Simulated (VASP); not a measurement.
# ZnO (zincite) (P6_3mc) in VASP: further runs

Aim: see how the results for ZnO (zincite) move with the level of theory and the settings. Levels: LDA, PBE, revPBE+D4. Tasks: single point.

Program: VASP 6.6.1. These are calculated values, not measurements. Logs are shortened: lines on timing, memory, paths and dates and some standing lists are left out, and cuts for length are marked.

**The experiment to reproduce.**

From “Electronic structure of alkaline earth and post-transition metal oxides”, 2009, arxiv:0908.1581, for a bulk crystal of ZnO: band gap 3.37 eV.

How close the calculation comes is told below.

**1. The cell of the first run**

It takes space group P6_3mc (No. 186, hexagonal). Conventional cell: a = 3.081 Å, b = 3.081 Å, c = 4.991 Å, α = 90.00°, β = 90.00°, γ = 120.00°. Zn (site symmetry 3m) has 4 O at 1.88 Å within 2.5 Å. O (site symmetry 3m) has 4 Zn at 1.88 Å within 2.5 Å.

**2. Single point, LDA**

INCAR

```
SYSTEM = ZnO
PREC = Accurate
ENCUT = 520
EDIFF = 1E-6
ISMEAR = -1
SIGMA = 0.05
LREAL = .FALSE.
LASPH = .TRUE.
NELM = 80
ALGO = Normal
ISIF = 2
LWAVE = .FALSE.
LCHARG = .TRUE.
LELF = .TRUE.
LVHAR = .TRUE.
NBANDS = 26
```

KPOINTS

```
Automatic mesh
0
G
  7 7 4
  0 0 0
```

POSCAR

```
ZnO
1.0
    3.0810252064      0.0000000000      0.0000000000
   -1.5405126032      2.6682460985      0.0000000000
    0.0000000000      0.0000000000      4.9910019489
Zn O
2 2
Direct
    0.6666666667      0.3333333333      0.0006988844
    0.3333333333      0.6666666667      0.5006988844
    0.3333333333      0.6666666667      0.8783111156
    0.6666666667      0.3333333333      0.3783111156
```

Potentials or basis: VASP PAW LDA potentials, release 64 (Zn, O).

Started as:

```sh
$ cat potpaw_LDA.64/Zn/POTCAR potpaw_LDA.64/O/POTCAR > POTCAR
$ mpirun -np 1 vasp_std > vasp.out
```

OUTCAR:

```text
SYSTEM = ZnO
   PREC = Accurate
   ENCUT = 520
   EDIFF = 1E-6
   ISMEAR = -1
   LREAL = .FALSE.
   LASPH = .TRUE.
   NELM = 80
   ISIF = 2

 ion  position               nearest neighbor table
   1  0.667  0.333  0.001-   3 1.88   3 1.88   3 1.88   4 1.88
   2  0.333  0.667  0.501-   4 1.88   4 1.88   4 1.88   3 1.88
   3  0.333  0.667  0.878-   1 1.88   1 1.88   1 1.88   2 1.88
   4  0.667  0.333  0.378-   2 1.88   2 1.88   2 1.88   1 1.88

  LATTYP: Found a hexagonal cell.
 ALAT       =     3.0810252064
 C/A-ratio  =     1.6199159742

  Lattice vectors:

 A1 = (   3.0810252064,   0.0000000000,   0.0000000000)
 A2 = (  -1.5405126032,   2.6682460985,   0.0000000000)
 A3 = (   0.0000000000,   0.0000000000,   4.9910019489)

Analysis of symmetry for initial positions (statically):
=====================================================================
 Subroutine PRICEL returns:
 Original cell was already a primitive cell.

 Routine SETGRP: Setting up the symmetry group for a
 hexagonal supercell.

 Subroutine GETGRP returns: Found 12 space group operations
 (whereof  6 operations were pure point group operations)
 out of a pool of 24 trial point group operations.

The static configuration has the point symmetry C_3v.
 The point group associated with its full space group is C_6v.

Analysis of symmetry for dynamics (positions and initial velocities):
=====================================================================
 Subroutine PRICEL returns:
 Original cell was already a primitive cell.

 Routine SETGRP: Setting up the symmetry group for a
 hexagonal supercell.

 Subroutine GETGRP returns: Found 12 space group operations
 (whereof  6 operations were pure point group operations)
 out of a pool of 24 trial point group operations.

The dynamic configuration has the point symmetry C_3v.
 The point group associated with its full space group is C_6v.

 Subroutine INISYM returns: Found 12 space group operations
 (whereof  6 operations are pure point group operations),
 and found     1 'primitive' translations

----------------------------------------------------------------------------------------

                                     Primitive cell

  volume of cell :      41.0307

  direct lattice vectors                    reciprocal lattice vectors
     3.081025206  0.000000000  0.000000000     0.324567289  0.187389012  0.000000000
    -1.540512603  2.668246099  0.000000000     0.000000000  0.374778024  0.000000000
     0.000000000  0.000000000  4.991001949     0.000000000  0.000000000  0.200360571
[... 87 lines left out ...]
   EDIFF  = 0.1E-05   stopping-criterion for ELM
   LREAL  =      F    real-space projection
   EDIFFG = 0.1E-04   stopping-criterion for IOM
   NSW    =      0    number of steps for IOM
   IBRION =     -1    ionic relax: 0-MD 1-quasi-New 2-CG
   NFREE  =      0    steps in history (QN), initial steepest desc. (CG)
   ISIF   =      2    stress and relaxation
   ISYM   =      2    0-nonsym 1-usesym 2-fastsym
   POTIM  = 0.5000    time-step for ionic-motion
   TEBEG  =    0.0;   TEEND  =   0.0 temperature during run
   PSTRESS=    0.0 pullay stress
   NELECT =      36.0000    total number of electrons
   NUPDOWN=      -1.0000    fix difference up-down
   EMIN   =  10.00;   EMAX   =-10.00  energy-range for DOS
   EFERMI =   0.00;   METHOD = LEGACY
   ISMEAR =    -1;   SIGMA  =   0.05  broadening in eV -4-tet -1-fermi 0-gaus
   EFERMI_NEDOS =   21; number of points for ismear=-14 and -15
   IALGO  =     38    algorithm
   IMIX   =      4    mixing-type and parameters
     AMIX     =   0.40;   BMIX     =  1.00
     AMIX_MAG =   1.60;   BMIX_MAG =  1.00
  volume/ion in A,a.u.               =      10.26        69.22
  Fermi-wavevector in a.u.,A,eV,Ry     =   1.567254  2.961681 33.419786  2.456285
  Thomas-Fermi vector in A             =   2.669461
   LORBIT       =      0    0 simple, 1 ext, 2 COOP (PROOUT), +10 PAW based schemes
   GGA     = CA    functional components
   LHFCALC =     F    Hartree Fock is set to
   AEXX    =    0.0000 exact exchange contribution
   IVDW    =     0    specifies the selected vdW correction
   LEPSILON=     F    determine dielectric tensor
   LRPA    =     F    only Hartree local field effects (RPA)
 non-spin polarized calculation
  energy-cutoff  :      520.00
  volume of cell :       41.03
 maximum number of plane-waves:      1126
 NGX is ok and might be reduce to    24
   NGX = 11   NGY = 11   NGZ = 19

 number of electron      36.0000028 magnetization

 Free energy of the ion-electron system (eV)
  ---------------------------------------------------
  ext. energy  EPLUGINS =         0.00000000
  ---------------------------------------------------
  free energy    TOTEN  =       -20.86137549 eV

  energy without entropy =      -20.86137434  energy(sigma->0) =      -20.86137492

 E-fermi :   2.9028     XC(G=0): -12.2728

 val. band max:        2.3975910546   @ k =   0.0000   0.0000   0.0000
 cond. band min:       3.3622617890   @ k =   0.0000   0.0000   0.0000
 fundamental gap:      0.9646707344
 Fermi energy:         2.9028336063

 k-point     1 :       0.0000    0.0000    0.0000
  band No.  band energies     occupation
      1     -16.7683      2.00000
      2     -15.7470      2.00000
      3      -4.6263      2.00000
      4      -4.2528      2.00000
      5      -4.2528      2.00000
      6      -4.2190      2.00000
[... 685 lines left out ...]
     25      17.9787      0.00000
     26      17.9787      0.00000

------------------------ aborting loop because EDIFF is reached ----------------------------------------

  FORCE on cell =-STRESS in cart. coord.  units (eV):
  Direction    XX          YY          ZZ          XY          YZ          ZX
  --------------------------------------------------------------------------------------
  -------------------------------------------------------------------------------------
  Total        5.6366125      5.6366125      5.6437708      0.0000000      0.0000000      0.0000000
  in kB      220.0999219    220.0999219    220.3794399      0.0000000      0.0000000      0.0000000
  external PRESSURE =     220.1930946 kB  Pullay stress =       0.0000000 kB

 VOLUME and BASIS-vectors are now :
 -----------------------------------------------------------------------------
  energy-cutoff  :      520.00
  volume of cell :       41.03
      direct lattice vectors                 reciprocal lattice vectors
     3.081025206  0.000000000  0.000000000     0.324567289  0.187389012  0.000000000
    -1.540512603  2.668246099  0.000000000     0.000000000  0.374778024  0.000000000
     0.000000000  0.000000000  4.991001949     0.000000000  0.000000000  0.200360571

 POSITION                                       TOTAL-FORCE (eV/Angst)
 -----------------------------------------------------------------------------------
      1.54051      0.88942      0.00349         0.000000      0.000000      0.002090
     -0.00000      1.77883      2.49899         0.000000      0.000000      0.002090
     -0.00000      1.77883      4.38365        -0.000000      0.000000     -0.002090
      1.54051      0.88942      1.88815         0.000000     -0.000000     -0.002090
 -----------------------------------------------------------------------------------
    total drift:                               -0.000000     -0.000001     -0.001000

  FREE ENERGIE OF THE ION-ELECTRON SYSTEM (eV)
  ---------------------------------------------------
  free  energy   TOTEN  =       -20.8613754879 eV

  energy  without entropy=      -20.8613743434  energy(sigma->0) =      -20.86137492
```

OSZICAR:

```text
N       E                     dE             d eps       ncg     rms          rms(c)
DAV:   1     0.295146415166E+03    0.29515E+03   -0.18253E+04  1288   0.212E+03
DAV:   2     0.560958255809E+01   -0.28954E+03   -0.27328E+03  1306   0.423E+02
DAV:   3    -0.235300776741E+02   -0.29140E+02   -0.28757E+02  1378   0.138E+02
DAV:   4    -0.240523884711E+02   -0.52231E+00   -0.52128E+00  1420   0.186E+01
DAV:   5    -0.240548893740E+02   -0.25009E-02   -0.25007E-02  1338   0.133E+00    0.188E+01
DAV:   6    -0.207440687369E+02    0.33108E+01   -0.57713E+00  1900   0.589E+01    0.122E+01
DAV:   7    -0.209253198853E+02   -0.18125E+00   -0.28575E+00  1268   0.160E+01    0.686E+00
DAV:   8    -0.209082110115E+02    0.17109E-01   -0.48884E-01  1858   0.713E+00    0.161E+00
DAV:   9    -0.208587222295E+02    0.49489E-01   -0.98886E-02  1850   0.650E+00    0.284E-01
DAV:  10    -0.208615183326E+02   -0.27961E-02   -0.37425E-02  1262   0.131E+00    0.115E-01
DAV:  11    -0.208613657929E+02    0.15254E-03   -0.48773E-04  1772   0.276E-01    0.251E-02
DAV:  12    -0.208613776411E+02   -0.11848E-04   -0.43279E-05  1480   0.101E-01    0.153E-02
DAV:  13    -0.208613755023E+02    0.21388E-05   -0.51329E-06  1466   0.620E-02    0.567E-03
DAV:  14    -0.208613754879E+02    0.14400E-07   -0.21022E-06   796   0.164E-02
   1 F= -.20861375E+02 E0= -.20861375E+02  d E =-.114456E-05
```

stdout:

```text
POSCAR found type information on POSCAR ZnO
 POSCAR found :  2 types and       4 ions
 scaLAPACK will be used
 LDA part: xc-table for (Slater(with rela. corr.)+CA(PZ))
 , standard interpolation
 POSCAR, INCAR and KPOINTS ok, starting setup
 FFT: planning ... GRIDC
 FFT: planning ... GRID_SOFT
 FFT: planning ... GRID
 WAVECAR not read
 entering main loop
```

Run time: 24 s. Hardware: 1 thread of AMD EPYC 7R43 (Zen 3), shared host; peak memory 0.11 GiB.

Results:

| Quantity | Value |
| --- | --- |
| Free energy | -20.8614 eV |
| Pressure | 22.0 GPa |
| Band gap on the k mesh | 0.96 eV, direct |

Forces in eV/Å, atoms in the order of the input:
```
Zn   0.000  0.000  0.002
Zn   0.000  0.000  0.002
O    0.000  0.000 -0.002
O    0.000  0.000 -0.002
```

**3. Single point, PBE**

This run uses another cell than the first one, of 11.90 Å³/atom, 1.160 times its volume.

INCAR

```
SYSTEM = ZnO
PREC = Accurate
ENCUT = 520
EDIFF = 1E-7
ISMEAR = -1
SIGMA = 0.05
LREAL = .FALSE.
LASPH = .TRUE.
NELM = 80
ALGO = Normal
ISIF = 2
LWAVE = .FALSE.
LCHARG = .FALSE.
GGA = PE
NBANDS = 26
```

KPOINTS is that of step 2.

POSCAR

```
ZnO
1.0
    3.2493080000      0.0000000000      0.0000000000
   -1.6246540000      2.8139832727      0.0000000000
    0.0000000000      0.0000000000      5.2057090000
Zn O
2 2
Direct
    0.6666666667      0.3333333333     -0.0009811968
    0.3333333333      0.6666666667      0.4990188032
    0.3333333333      0.6666666667      0.8799911968
    0.6666666667      0.3333333333      0.3799911968
```

Potentials or basis: VASP PAW PBE potentials, release 64 (Zn, O).

Started as:

```sh
$ cat potpaw_PBE.64/Zn/POTCAR potpaw_PBE.64/O/POTCAR > POTCAR
$ mpirun -np 1 vasp_std > vasp.out
```

It took 30 s on 1 thread of AMD EPYC 7R43 (Zen 3), shared host; peak memory 0.14 GiB.

Results (log left out):

| Item | Value |
| --- | --- |
| Free energy | -17.8221 eV |
| Pressure | 5.9 GPa |
| Largest force | 0.003 eV/Å |
| Band gap on the k mesh | 0.79 eV, direct |

Forces in eV/Å, atoms in the order of the input:
```
Zn   0.000  0.000 -0.003
Zn   0.000  0.000 -0.003
O    0.000  0.000  0.003
O    0.000  0.000  0.003
```

Stress tensor (GPa, compression positive):
```
5.70 0.00 0.00
0.00 5.70 0.00
0.00 0.00 6.43
```

Levels at points of the mesh, in eV from the valence-band top:
| k point | band 14 | band 15 | band 16 | band 17 | band 18 | band 19 | band 20 | band 21 | band 22 | band 23 |
| --- | --- | --- | --- | --- | --- | --- | --- | --- | --- | --- |
| (0.00, 0.00, 0.00) | -0.80 | -0.80 | -0.09 | 0.00 | 0.00 | 0.79 | 5.20 | 8.25 | 12.84 | 12.84 |
| (0.00, 0.00, 0.50) | -2.23 | -0.39 | -0.39 | -0.39 | -0.39 | 3.46 | 3.46 | 10.10 | 10.10 | 13.13 |

**4. Single point, revPBE+D4**

This run uses another cell than the first one, of 11.99 Å³/atom, 1.169 times its volume.

INCAR

```
PREC = Accurate ; ENCUT = 520
EDIFF = 1E-7 ; ISMEAR = -1
SIGMA = 0.05 ; LREAL = False
LASPH = True ; NELM = 60
ALGO = Normal ; ISIF = 2
LWAVE = False ; LCHARG = False
GGA = RE ; IVDW = 13
NBANDS = 26
```

KPOINTS

```
regular mesh
0
Gamma
  7 7 4
```

POSCAR

```
ZnO
1.0
    3.2490120010      0.0000000000      0.0000000000
   -1.6245060005      2.8137269301      0.0000000000
    0.0000000000      0.0000000000      5.2469514877
Zn O
2 2
Direct
    0.6666666667      0.3333333333      0.0000978525
    0.3333333333      0.6666666667      0.5000978525
    0.3333333333      0.6666666667      0.8789121475
    0.6666666667      0.3333333333      0.3789121475
```

Started as:

```sh
$ cat potpaw_PBE.64/Zn/POTCAR potpaw_PBE.64/O/POTCAR > POTCAR
$ mpirun -np 1 vasp_std > vasp.out
```

Wall time 32 s (1 thread of AMD EPYC 7R43 (Zen 3), shared host); peak memory 0.13 GiB.

It converged, with:

| Property | Result |
| --- | --- |
| Free energy | -18.3309 eV |
| Pressure | 1.1 GPa |
| Band gap on the k mesh | 0.83 eV, direct |
| Dispersion energy per atom | -0.459 eV |

Levels at points of the mesh, in eV from the valence-band top:
| k point | band 14 | band 15 | band 16 | band 17 | band 18 | band 19 | band 20 | band 21 | band 22 | band 23 |
| --- | --- | --- | --- | --- | --- | --- | --- | --- | --- | --- |
| (0.00, 0.00, 0.00) | -0.78 | -0.78 | -0.09 | 0.00 | 0.00 | 0.83 | 5.27 | 8.24 | 12.95 | 12.95 |
| (0.00, 0.00, 0.50) | -2.23 | -0.39 | -0.39 | -0.39 | -0.39 | 3.49 | 3.49 | 10.11 | 10.11 | 13.23 |

Caveat: the PAW data sets were made with another functional, which shifts forces and pressure a little.

**5. Overview**

| level | potentials or basis | cell | gap on the mesh (eV) | pressure (GPa) |
| --- | --- | --- | --- | --- |
| LDA | VASP PAW LDA potentials, release 64 (Zn, O) | a = 3.081, b = 3.081, c = 4.991 Å, angles 90.0, 90.0, 120.0°, 4 atoms | 0.96 | 22.0 |
| PBE | VASP PAW PBE potentials, release 64 (Zn, O) | a = 3.249, b = 3.249, c = 5.206 Å, angles 90.0, 90.0, 120.0°, 4 atoms | 0.79 | 5.9 |
| revPBE+D4 | VASP PAW PBE potentials, release 64 (Zn, O) | a = 3.249, b = 3.249, c = 5.247 Å, angles 90.0, 90.0, 120.0°, 4 atoms | 0.83 | 1.1 |

Alike in all rows: task single point; no spin polarisation; k mesh 7 × 7 × 4; cutoff (eV) 520; smearing fermi-dirac 0.05 eV.

Caveats: the PAW data sets were made with another functional, which shifts forces and pressure a little (some runs).

Absolute energies hang on the potentials; compare differences alone.

**6. How close it comes**

Step 4. Against the measured gap of ZnO, 3.37 eV (quoted in “Electronic structure of alkaline earth and post-transition metal oxides”, 2009, arxiv:0908.1581), the calculated 0.83 eV is off by -2.54 eV. So large a miss can be the level of theory's own, or it may mean another phase, state or a wrong row. The value is that of revPBE+D4, without temperature or zero-point motion. Semilocal functionals fall short of measured gaps as a rule.
